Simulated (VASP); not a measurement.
Be9S7 (a cell with a defect):

```
Be S
1.0
     0.00000    4.83800    4.83800
     4.83800    0.00000    4.83800
     4.83800    4.83800    0.00000
Be S
9 7
Direct
  0.99980 0.00508 0.01659
  0.48519 0.48763 0.50518
  0.62207 0.62498 0.63775
  0.01592 0.99506 0.49669
  0.50511 0.49763 0.00685
  0.99197 0.48762 0.03787
  0.49564 0.99711 0.50791
  0.50318 0.97183 0.00968
  0.98821 0.48674 0.51822
  0.11731 0.12717 0.12926
  0.12754 0.11517 0.62465
  0.63011 0.62959 0.12165
  0.14586 0.60260 0.11356
  0.62445 0.11787 0.61730
  0.61182 0.12729 0.12967
  0.11963 0.62768 0.62160
```

Program: VASP 6.6.1. Alike in all runs: task single point; potentials or basis VASP PAW PBE potentials, release 64 (Be, S); no spin polarisation; cell as given; k mesh 2 × 2 × 2, shifted; cutoff (eV) 520; smearing fermi-dirac 0.05 eV.

**Question.** Order these runs on this cell by their pressure, lowest first.
A. level PBEsol
B. level PBEsol+D3(BJ)
C. level RPBE

**Answer.** B (-1.0 GPa), A (1.5 GPa), C (5.7 GPa).

Caveats: all runs use coarse meshes; the PAW data sets were made with another functional, which shifts forces and pressure a little; three body term missing (some runs).
